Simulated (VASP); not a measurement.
Write the native input for VASP 6.6.1 that does the following.

```yaml
Task: single point
Functional: PBE
Potentials_or_basis: VASP PAW PBE potentials, release 64 (Sn_d, Se)
Cutoff: 520 eV
k_mesh: 12 × 12 × 4
Occupations: gaussian, width 0.02 eV
Spin: no spin polarisation
Dipole_correction: no
Further_INCAR_settings: ALGO = Normal; EDIFF = 1e-06; NBANDS = 20
```

The structure of SnSe2 lies in POSCAR:

```
SnSe2
1.0
    3.6393719743      0.0000000000      0.0000000000
   -1.8196859872      3.4032610770      0.0000000000
    0.0000000000      0.0000000000      7.0756675414
Sn Se
1 2
Direct
    0.0000000000      0.0000000000      0.0000000000
    0.6684625866      0.3369978177      0.7736711961
    0.3315374134      0.6630021823      0.2263288039
```

This cell differs from its parent crystal: uniaxial strain along a: -6.0 %.

These files were run (other wordings do the same):

INCAR

```
SYSTEM = SnSe2
PREC     = Accurate       ! precision mode
ENCUT    = 520            ! plane-wave cutoff, eV
EDIFF    = 1E-6           ! SCF threshold, eV
ISMEAR   = 0              ! smearing method
SIGMA    = 0.02           ! smearing width, eV
LREAL    = .FALSE.        ! projectors in reciprocal space
LASPH    = .TRUE.         ! aspherical terms in the spheres
NELM     = 100            ! most SCF steps
ALGO     = Normal         ! electronic algorithm
ISIF     = 2              ! what is computed and relaxed
LWAVE    = .FALSE.        ! write WAVECAR
LCHARG   = .FALSE.        ! write CHGCAR
GGA      = PE             ! functional
NBANDS   = 20             ! bands
```

KPOINTS

```
regular mesh
0
G
  12 12 4
  0 0 0
```

Potentials or basis: VASP PAW PBE potentials, release 64 (Sn_d, Se).

Launch:

```bash
$ cat potpaw_PBE.64/Sn_d/POTCAR potpaw_PBE.64/Se/POTCAR > POTCAR
$ mpirun -np 1 vasp_std > vasp.out
```

Results of the run:

* Pressure: 2.8 GPa
* Largest force: 0.232 eV/Å
* Band gap on the k mesh: 0.24 eV, indirect (least direct gap 0.99 eV)

Caveat: the cell differs from its parent crystal (uniaxial strain along a: -6.0 %); spin-orbit coupling is left out, which moves the levels of the heavy elements.

Run time: 8.8 min on 1 thread of Oxide Virtual Turin-like Processor, on a shared host, peak memory 0.55 GiB.
